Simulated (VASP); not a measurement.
Wanted: the native input for a VASP 6.6.1 run.

```yaml
Task: single point
Functional: r2SCAN
Potentials_or_basis: VASP PAW PBE potentials, release 64 (Pb_d, Te)
Cutoff: 520 eV
k_mesh: 7 × 7 × 7
Occupations: fermi-dirac, width 0.05 eV
Spin: no spin polarisation
Dipole_correction: no
Further_INCAR_settings: ALGO = Normal; EDIFF = 1e-06; NBANDS = 17
```

Crystal: TePb.

```xyz
2
Lattice="0.0000 3.2944 3.2944 3.2944 0.0000 3.2944 3.2944 3.2944 0.0000" Properties=species:S:1:pos:R:3 pbc="T T T"
Pb    0.0000    0.0000    0.0000
Te    3.2944    3.2944    3.2944
```

These files were run (other wordings do the same):

POSCAR

```
TePb
1.0
    0.0000000000      3.2943690292      3.2943690292
    3.2943690292      0.0000000000      3.2943690292
    3.2943690292      3.2943690292      0.0000000000
Pb Te
1 1
Direct
    0.0000000000      0.0000000000      0.0000000000
    0.5000000000      0.5000000000      0.5000000000
```

INCAR.step1

```
  PREC = Accurate
  ENCUT = 520
  ISMEAR = -1
  SIGMA = 0.05
  LREAL = F
  LASPH = T
  NELM = 60
  NBANDS = 17
  GGA = PE
  ALGO = Normal
  EDIFF = 1E-4
  LWAVE = T
  LCHARG = F
```

INCAR.step2

```
  PREC = Accurate
  ENCUT = 520
  EDIFF = 1E-6
  ISMEAR = -1
  SIGMA = 0.05
  LREAL = F
  LASPH = T
  NELM = 60
  ALGO = Normal
  ISIF = 2
  LWAVE = F
  LCHARG = T
  METAGGA = R2SCAN
  LMIXTAU = T
  LELF = T
  LVHAR = T
  NBANDS = 17
  ISTART = 1
```

KPOINTS

```
regular mesh
0
Gamma
  7 7 7
```

Potentials or basis: VASP PAW PBE potentials, release 64 (Pb_d, Te).

Launch:

```bash
$ cat potpaw_PBE.64/Pb_d/POTCAR potpaw_PBE.64/Te/POTCAR > POTCAR
$ cp INCAR.step1 INCAR
$ mpirun -np 1 vasp_std > vasp.out
$ cp INCAR.step2 INCAR
$ mpirun -np 1 vasp_std > vasp.out
```

Results of the run:

```
Pressure : -1.0 GPa
```

Caveat: the PAW data sets were made with another functional, which shifts forces and pressure a little.

Run time: 4.3 min on 1 thread of Intel Xeon 8259CL, with other jobs on the host, peak memory 0.2 GiB.
